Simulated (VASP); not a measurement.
# Ti: single point with r2SCAN

Ti:

```
Ti
1.0
     2.93586    0.00000    0.00000
    -1.46793    2.54253    0.00000
     0.00000    0.00000    4.64162
Ti
2
Cartesian
  0.0000 1.6950 1.1604
  1.4679 0.8475 3.4812
```

```json
{
  "Program": "VASP 6.6.1",
  "Task": "single point",
  "Functional": "r2SCAN",
  "Potentials or basis": "VASP PAW PBE potentials, release 64 (Ti_sv)",
  "Cutoff": "520 eV",
  "k mesh": "12 × 12 × 7",
  "Occupations": "fermi-dirac, width 0.03 eV",
  "Spin": "no spin polarisation"
}
```

```yaml
Pressure: 0.3 GPa
Band_gap_on_the_k_mesh: zero (bands 12 and 13 overlap by 1.26 eV)
```

Stress tensor (GPa, compression positive):
```
0.29 0.00 0.00
0.00 0.29 0.00
0.00 0.00 0.18
```

Levels at points of the mesh, in eV from the Fermi level:
```csv
k point,band 8,band 9,band 10,band 11,band 12,band 13,band 14,band 15,band 16,band 17
"(0.00, 0.00, 0.00)",-34.03,-6.63,-2.88,0.58,0.85,0.85,0.97,1.39,1.39,1.81
"(0.50, 0.00, 0.00)",-34.11,-2.54,-2.30,-1.95,-0.85,0.60,0.69,1.27,3.53,3.77
```

It took 3.4 min on 1 thread of Intel Xeon 8259CL, on a shared host, peak memory 0.18 GiB.

Caveat: the PAW data sets were made with another functional, which shifts forces and pressure a little.
